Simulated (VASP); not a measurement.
# GaP (F-43m) in VASP: notebook

Aim: see how the results for GaP move with the level of theory and the settings. Levels: LDA, r2SCAN, PBE, HF. Tasks: relaxation of cell and atoms, single point.

Program: VASP 6.6.1. These are calculated values, not measurements. Logs are shortened: lines on timing, memory, paths and dates and some standing lists are left out, and cuts for length are marked.

### Step 1. The cell of the first run

Symmetry: F-43m, No. 216, cubic system. Conventional cell: a = 5.506 Å, b = 5.506 Å, c = 5.506 Å, α = 90.00°, β = 90.00°, γ = 90.00°. Within 3.1 Å of Ga (site symmetry -43m) lie 4 P at 2.38 Å. P (site symmetry -43m) has 4 Ga at 2.38 Å within 3.1 Å.

### Step 2. Relaxation of cell and atoms, LDA

File INCAR:

```
SYSTEM = GaP
ALGO = Normal
EDIFF = 1E-6
EDIFFG = -0.005
ENCUT = 600
IBRION = 2
ISIF = 3
ISMEAR = -1
LASPH = .True.
LCHARG = .False.
LREAL = .False.
LWAVE = .False.
NELM = 80
NSW = 80
PREC = Accurate
SIGMA = 0.02
```

File KPOINTS:

```
k-points
0
Gamma
  8 8 8
  0 0 0
```

File POSCAR:

```
GaP
1.0
    0.0000000000      2.7530041267      2.7530041267
    2.7530041267      0.0000000000      2.7530041267
    2.7530041267      2.7530041267      0.0000000000
Ga P
1 1
Direct
    0.0000000000      0.0000000000      0.0000000000
    0.2500000000      0.2500000000      0.2500000000
```

Potentials or basis: VASP PAW LDA potentials, release 64 (Ga_d, P).

Command:

```
$ cat potpaw_LDA.64/Ga_d/POTCAR potpaw_LDA.64/P/POTCAR > POTCAR
$ mpirun -np 1 vasp_std > vasp.out
```

OUTCAR:

```text
SYSTEM = GaP
   EDIFF = 1E-6
   EDIFFG = -0.005
   ENCUT = 600
   IBRION = 2
   ISIF = 3
   ISMEAR = -1
   LASPH = .True.
   LREAL = .False.
   NELM = 80
   NSW = 80
   PREC = Accurate

 ion  position               nearest neighbor table
   1  0.000  0.000  0.000-   2 2.38   2 2.38   2 2.38   2 2.38
   2  0.250  0.250  0.250-   1 2.38   1 2.38   1 2.38   1 2.38

  LATTYP: Found a face centered cubic cell.
 ALAT       =     5.5060082534

  Lattice vectors:

 A1 = (   0.0000000000,   2.7530041267,   2.7530041267)
 A2 = (   2.7530041267,   0.0000000000,   2.7530041267)
 A3 = (   2.7530041267,   2.7530041267,   0.0000000000)

Analysis of symmetry for initial positions (statically):
=====================================================================
 Subroutine PRICEL returns:
 Original cell was already a primitive cell.

 Routine SETGRP: Setting up the symmetry group for a
 face centered cubic supercell.

 Subroutine GETGRP returns: Found 24 space group operations
 (whereof 24 operations were pure point group operations)
 out of a pool of 48 trial point group operations.

The static configuration has the point symmetry T_d .

Analysis of symmetry for dynamics (positions and initial velocities):
=====================================================================
 Subroutine PRICEL returns:
 Original cell was already a primitive cell.

 Routine SETGRP: Setting up the symmetry group for a
 face centered cubic supercell.

 Subroutine GETGRP returns: Found 24 space group operations
 (whereof 24 operations were pure point group operations)
 out of a pool of 48 trial point group operations.

The dynamic configuration has the point symmetry T_d .

 Subroutine INISYM returns: Found 24 space group operations
 (whereof 24 operations are pure point group operations),
 and found     1 'primitive' translations

----------------------------------------------------------------------------------------

                                     Primitive cell

  volume of cell :      41.7302

  direct lattice vectors                    reciprocal lattice vectors
     0.000000000  2.753004127  2.753004127    -0.181619779  0.181619779  0.181619779
     2.753004127  0.000000000  2.753004127     0.181619779 -0.181619779  0.181619779
     2.753004127  2.753004127  0.000000000     0.181619779  0.181619779 -0.181619779

  length of vectors
     3.893335773  3.893335773  3.893335773     0.314574684  0.314574684  0.314574684

  position of ions in fractional coordinates (direct lattice)
     0.000000000  0.000000000  0.000000000
     0.250000000  0.250000000  0.250000000

  ion indices of the primitive-cell ions
   primitive index   ion index
                 1           1
                 2           2

----------------------------------------------------------------------------------------

 KPOINTS: k-points

Automatic generation of k-mesh.
 Grid dimensions read from file:
 generate k-points for:    8    8    8

 Generating k-lattice:

  Cartesian coordinates                     Fractional coordinates (reciprocal lattice)
    -0.022702472  0.022702472  0.022702472     0.125000000  0.000000000  0.000000000
     0.022702472 -0.022702472  0.022702472     0.000000000  0.125000000  0.000000000
     0.022702472  0.022702472 -0.022702472     0.000000000  0.000000000  0.125000000

  Length of vectors
     0.039321836  0.039321836  0.039321836

  Shift w.r.t. Gamma in fractional coordinates (k-lattice)
     0.000000000  0.000000000  0.000000000

 Subroutine IBZKPT returns following result:
 ===========================================

 Found     29 irreducible k-points:

 Following reciprocal coordinates:
            Coordinates               Weight
  0.000000  0.000000  0.000000      1.000000
  0.125000  0.000000  0.000000      8.000000
  0.250000  0.000000  0.000000      8.000000
  0.375000  0.000000  0.000000      8.000000
  0.500000  0.000000  0.000000      4.000000
  0.125000  0.125000  0.000000      6.000000
[... 16 lines left out ...]
  0.500000  0.250000  0.125000     48.000000
 -0.375000  0.250000  0.125000     24.000000
 [... further k-points ...]
   k-points           NKPTS =     29   k-points in BZ     NKDIM =     29   number of bands    NBANDS=     13
   number of dos      NEDOS =    301   number of ions     NIONS =      2
   total plane-waves  NPLWV =  32768
   dimension x,y,z NGX =    32 NGY =   32 NGZ =   32
   dimension x,y,z NGXF=    64 NGYF=   64 NGZF=   64
   ions per type =               1   1
   NGX,Y,Z   is equivalent  to a cutoff of  13.66, 13.66, 13.66 a.u.
   NGXF,Y,Z  is equivalent  to a cutoff of  27.33, 27.33, 27.33 a.u.
 SYSTEM =  GaP
   PREC   = accura    normal or accurate (medium, high low for compatibility)
   ISTART =      0    job   : 0-new  1-cont  2-samecut
   ICHARG =      2    charge: 1-file 2-atom 10-const
   ISPIN  =      1    spin polarized calculation?
   LNONCOLLINEAR =      F non collinear calculations
   LSORBIT =      F    spin-orbit coupling
   LASPH  =      T    aspherical Exc in radial PAW
   ENCUT  =  600.0 eV  44.10 Ry    6.64 a.u.   7.78  7.78  7.78*2*pi/ulx,y,z
   NELM   =     80;   NELMIN=  2; NELMDL= -5     # of ELM steps
   EDIFF  = 0.1E-05   stopping-criterion for ELM
   LREAL  =      F    real-space projection
   EDIFFG = -.5E-02   stopping-criterion for IOM
   NSW    =     80    number of steps for IOM
   IBRION =      2    ionic relax: 0-MD 1-quasi-New 2-CG
   NFREE  =      1    steps in history (QN), initial steepest desc. (CG)
   ISIF   =      3    stress and relaxation
   ISYM   =      2    0-nonsym 1-usesym 2-fastsym
   POTIM  = 0.5000    time-step for ionic-motion
   TEBEG  =    0.0;   TEEND  =   0.0 temperature during run
   PSTRESS=    0.0 pullay stress
   NELECT =      18.0000    total number of electrons
   NUPDOWN=      -1.0000    fix difference up-down
   EMIN   =  10.00;   EMAX   =-10.00  energy-range for DOS
   EFERMI =   0.00;   METHOD = LEGACY
   ISMEAR =    -1;   SIGMA  =   0.02  broadening in eV -4-tet -1-fermi 0-gaus
   EFERMI_NEDOS =   21; number of points for ismear=-14 and -15
   IALGO  =     38    algorithm
   IMIX   =      4    mixing-type and parameters
     AMIX     =   0.40;   BMIX     =  1.00
     AMIX_MAG =   1.60;   BMIX_MAG =  1.00
  volume/ion in A,a.u.               =      20.87       140.80
  Fermi-wavevector in a.u.,A,eV,Ry     =   1.236940  2.337479 20.817210  1.530022
  Thomas-Fermi vector in A             =   2.371528
   LORBIT       =      0    0 simple, 1 ext, 2 COOP (PROOUT), +10 PAW based schemes
   GGA     = CA    functional components
   LHFCALC =     F    Hartree Fock is set to
   AEXX    =    0.0000 exact exchange contribution
   IVDW    =     0    specifies the selected vdW correction
   LEPSILON=     F    determine dielectric tensor
   LRPA    =     F    only Hartree local field effects (RPA)
 conjugate gradient relaxation of ions
 non-spin polarized calculation
  energy-cutoff  :      600.00
  volume of cell :       41.73
 maximum number of plane-waves:      1411
   NGX = 15   NGY = 15   NGZ = 15

--------------------------------------- Ionic step        1  -------------------------------------------

 number of electron      17.9999991 magnetization

 Free energy of the ion-electron system (eV)
  ---------------------------------------------------
  ext. energy  EPLUGINS =         0.00000000
  ---------------------------------------------------
  free energy    TOTEN  =       -10.41089523 eV

  energy without entropy =      -10.41089523  energy(sigma->0) =      -10.41089523

------------------------ aborting loop because EDIFF is reached ----------------------------------------

  FORCE on cell =-STRESS in cart. coord.  units (eV):
  Direction    XX          YY          ZZ          XY          YZ          ZX
  --------------------------------------------------------------------------------------
  -------------------------------------------------------------------------------------
  Total       -1.2731371     -1.2731371     -1.2731371      0.0000000     -0.0000000     -0.0000000
  in kB      -48.8804464    -48.8804464    -48.8804464      0.0000000     -0.0000000     -0.0000000
  external PRESSURE =     -48.8804464 kB  Pullay stress =       0.0000000 kB
[... 237 lines left out ...]
  energy  without entropy=      -10.4513198419  energy(sigma->0) =      -10.45131984

--------------------------------------- Ionic step        8  -------------------------------------------

 number of electron      18.0000007 magnetization

 Free energy of the ion-electron system (eV)
  ---------------------------------------------------
  ext. energy  EPLUGINS =         0.00000000
  ---------------------------------------------------
  free energy    TOTEN  =       -10.45132084 eV

  energy without entropy =      -10.45132084  energy(sigma->0) =      -10.45132084

 E-fermi :   5.2723     XC(G=0): -10.3055

 val. band max:        4.8359446497   @ k =   0.0000   0.0000   0.0000
 cond. band min:       6.2680473159   @ k =   0.5000   0.5000   0.0000
 fundamental gap:      1.4321026662
 Fermi energy:         5.2723065391

 k-point     1 :       0.0000    0.0000    0.0000
  band No.  band energies     occupation
      1      -9.9284      2.00000
      2      -9.9284      2.00000
      3      -9.9284      2.00000
      4      -9.8204      2.00000
      5      -9.8204      2.00000
      6      -7.9153      2.00000
      7       4.8359      2.00000
      8       4.8359      2.00000
      9       4.8359      2.00000
     10       6.7359      0.00000
     11       8.6196      0.00000
     12       8.6196      0.00000
     13       8.6196      0.00000
[... 353 lines left out ...]
 k-point    24 :      -0.3750    0.2500    0.1250
  band No.  band energies     occupation
      1     -10.0200      2.00000
      2      -9.8952      2.00000
      3      -9.8815      2.00000
      4      -9.8265      2.00000
      5      -9.8125      2.00000
      6      -5.2956      2.00000
      7      -1.8129      2.00000
      8       1.4768      2.00000
      9       2.7887      2.00000
     10       8.2703      0.00000
     11       8.9881      0.00000
     12      11.2965      0.00000
     13      12.7346      0.00000

 [... further k-points ...]

------------------------ aborting loop because EDIFF is reached ----------------------------------------

  FORCE on cell =-STRESS in cart. coord.  units (eV):
  Direction    XX          YY          ZZ          XY          YZ          ZX
  --------------------------------------------------------------------------------------
  -------------------------------------------------------------------------------------
  Total        0.0046475      0.0046475      0.0046475      0.0000000      0.0000000      0.0000000
  in kB        0.1898451      0.1898451      0.1898451      0.0000000      0.0000000      0.0000000
  external PRESSURE =       0.1898451 kB  Pullay stress =       0.0000000 kB
[... 17 lines left out ...]
  FREE ENERGIE OF THE ION-ELECTRON SYSTEM (eV)
  ---------------------------------------------------
  free  energy   TOTEN  =       -10.4513208392 eV

  energy  without entropy=      -10.4513208392  energy(sigma->0) =      -10.45132084

 reached required accuracy - stopping structural energy minimisation
```

Run time: 56 s. Hardware: 1 thread of Intel Xeon Platinum 8375C at 2.90GHz (Ice Lake), shared host; peak memory 0.18 GiB.

Results:

```
Free energy                            : -10.4513 eV
Relaxed volume                         : 19.61 Å³/atom
Relaxed cell                           : a = 3.814 Å, b = 3.814 Å, c = 3.814 Å, α = 60.00°, β = 60.00°, γ = 60.00°
Space group after relaxing (to 0.05 Å) : F-43m (No. 216)
Energy gained by relaxing              : 20.2 meV/atom
Ionic steps                            : 8
Pressure after relaxing                : 0.0 GPa
Band gap on the k mesh                 : 1.43 eV, indirect (least direct gap 1.90 eV)
```

The path:
```
step  energy change (eV)  largest force (eV/Å)  pressure (GPa)  volume (Å³)
   1              0.0000                0.0000           -4.89        41.73
   2             -0.0292                0.0000            3.07        38.00
   3             -0.0404                0.0000           -0.04        39.22
   4             -0.0404                0.0000            0.15        39.17
   5             -0.0404                0.0000           -0.13        39.27
   6             -0.0404                0.0000            0.05        39.22
   7             -0.0404                0.0000           -0.08        39.23
   8             -0.0404                0.0000            0.02        39.22
```

Final structure:
```yaml
crystal:
  lattice:
    - [0.00000, 2.69670, 2.69670]
    - [2.69670, 0.00000, 2.69670]
    - [2.69670, 2.69670, 0.00000]
  atoms:
    - { symbol: Ga, position: [0.00000, 0.00000, 0.00000] }
    - { symbol: P, position: [0.25000, 0.25000, 0.25000] }
```

A k mesh can miss the band edges. Expect the measured gap to be larger: semilocal functionals such as LDA lack the derivative discontinuity.

### Step 3. Relaxation of cell and atoms, r2SCAN

POSCAR is that of step 2.

File INCAR.step1:

```
SYSTEM = GaP
PREC     = Accurate       ! precision mode
ENCUT    = 600            ! plane-wave cutoff, eV
ISMEAR   = -1             ! smearing method
SIGMA    = 0.02           ! smearing width, eV
LREAL    = .FALSE.        ! projectors in reciprocal space
LASPH    = .TRUE.         ! aspherical terms in the spheres
NELM     = 60             ! most SCF steps
GGA      = PE             ! functional
ALGO     = Normal         ! electronic algorithm
EDIFF    = 1E-4           ! SCF threshold, eV
LWAVE    = .TRUE.         ! write WAVECAR
LCHARG   = .FALSE.        ! write CHGCAR
```

File INCAR.step2:

```
SYSTEM = GaP
PREC     = Accurate       ! precision mode
ENCUT    = 600            ! plane-wave cutoff, eV
EDIFF    = 1E-6           ! SCF threshold, eV
ISMEAR   = -1             ! smearing method
SIGMA    = 0.02           ! smearing width, eV
LREAL    = .FALSE.        ! projectors in reciprocal space
LASPH    = .TRUE.         ! aspherical terms in the spheres
NELM     = 60             ! most SCF steps
ALGO     = Normal         ! electronic algorithm
ISIF     = 3              ! what is computed and relaxed
LWAVE    = .FALSE.        ! write WAVECAR
LCHARG   = .FALSE.        ! write CHGCAR
METAGGA  = R2SCAN         ! meta-GGA
LMIXTAU  = .TRUE.       
IBRION   = 2              ! ionic algorithm
NSW      = 80             ! ionic steps
EDIFFG   = -0.005         ! ionic threshold
ISTART   = 1
```

File KPOINTS:

```
Automatic mesh
0
G
  8 8 8
  0 0 0
```

Potentials or basis: VASP PAW PBE potentials, release 64 (Ga_d, P).

Command:

```
$ cat potpaw_PBE.64/Ga_d/POTCAR potpaw_PBE.64/P/POTCAR > POTCAR
$ cp INCAR.step1 INCAR
$ mpirun -np 1 vasp_std > vasp.out
$ cp INCAR.step2 INCAR
$ mpirun -np 1 vasp_std > vasp.out
```

Run time: 4.2 min. Hardware: 1 thread of Intel Xeon Platinum 8375C at 2.90GHz (Ice Lake), shared host; peak memory 0.21 GiB.

It converged, with:

| Item | Value |
| --- | --- |
| Free energy | -21.4647 eV |
| Relaxed volume | 20.23 Å³/atom |
| Relaxed cell | a = 3.853 Å, b = 3.853 Å, c = 3.853 Å, α = 60.00°, β = 60.00°, γ = 60.00° |
| Space group after relaxing (to 0.05 Å) | F-43m (No. 216) |
| Energy gained by relaxing | 5.3 meV/atom |
| Ionic steps | 8 |
| Pressure after relaxing | 0.0 GPa |
| Band gap on the k mesh | 1.90 eV, indirect (least direct gap 2.35 eV) |

Step by step:
```
step  energy change (eV)  largest force (eV/Å)  pressure (GPa)  volume (Å³)
   1              0.0000                0.0000           -2.50        41.73
   2             -0.0075                0.0000            1.45        39.80
   3             -0.0106                0.0000           -0.78        40.44
   4             -0.0102                0.0000            0.75        40.21
   5             -0.0105                0.0000            0.19        40.32
   6             -0.0105                0.0000            0.20        40.35
   7             -0.0106                0.0000            0.08        40.40
   8             -0.0106                0.0000           -0.04        40.45
```

Final structure:
```
Ga P
1.0
     0.00000    2.72459    2.72459
     2.72459    0.00000    2.72459
     2.72459    2.72459    0.00000
Ga P
1 1
Direct
  0.00000 0.00000 0.00000
  0.25000 0.25000 0.25000
```

Levels at points of the mesh, in eV from the valence-band top:
| k point | band 7 | band 8 | band 9 | band 10 | band 11 | band 12 |
| --- | --- | --- | --- | --- | --- | --- |
| (0.00, 0.00, 0.00) | 0.00 | 0.00 | 0.00 | 2.35 | 4.19 | 4.19 |
| (0.50, 0.00, 0.00) | -6.85 | -1.17 | -1.17 | 2.04 | 5.06 | 5.06 |
| (0.50, 0.50, 0.00) | -6.96 | -2.80 | -2.80 | 1.91 | 2.10 | 11.36 |

Caveat: the PAW data sets were made with another functional, which shifts forces and pressure a little. r2SCAN opens gaps a little over a GGA but as a rule still falls short of measured ones.

### Step 4. Single point, PBE

File INCAR:

```
ALGO     = Normal         # electronic algorithm
EDIFF    = 1E-6           # SCF threshold, eV
ENCUT    = 520            # plane-wave cutoff, eV
GGA      = PE             # functional
ISIF     = 2              # what is computed and relaxed
ISMEAR   = -1             # smearing method
LASPH    = True           # aspherical terms in the spheres
LCHARG   = False          # write CHGCAR
LREAL    = False          # projectors in reciprocal space
LWAVE    = False          # write WAVECAR
NBANDS   = 16             # bands
NELM     = 100            # most SCF steps
PREC     = Accurate       # precision mode
SIGMA    = 0.02           # smearing width, eV
```

File KPOINTS:

```
k-points
0
Gamma
  8 8 8
```

POSCAR is that of step 3.

Command:

```
$ cat potpaw_PBE.64/Ga_d/POTCAR potpaw_PBE.64/P/POTCAR > POTCAR
$ mpirun -np 1 vasp_std > vasp.out
```

It took 9.2 s on 1 thread of AMD EPYC 9R45 (Zen 5), shared host; peak memory 0.14 GiB.

The run converged. Its results:

| Property | Result |
| --- | --- |
| Free energy | -9.1256 eV |
| Pressure | -0.1 GPa |
| Band gap on the k mesh | 1.58 eV, direct |

Levels at points of the mesh, in eV from the valence-band top:
| k point | band 5 | band 6 | band 7 | band 8 | band 9 | band 10 | band 11 | band 12 | band 13 | band 14 |
| --- | --- | --- | --- | --- | --- | --- | --- | --- | --- | --- |
| (0.00, 0.00, 0.00) | -14.41 | -12.27 | 0.00 | 0.00 | 0.00 | 1.58 | 3.90 | 3.90 | 3.90 | 8.68 |
| (0.50, 0.00, 0.00) | -14.41 | -10.30 | -6.46 | -1.07 | -1.07 | 1.58 | 4.73 | 4.73 | 8.22 | 10.68 |
| (0.50, 0.50, 0.00) | -14.39 | -9.44 | -6.61 | -2.58 | -2.58 | 1.72 | 1.85 | 10.37 | 10.37 | 10.92 |

A k mesh can miss the band edges.

[end of part 1 of 2]
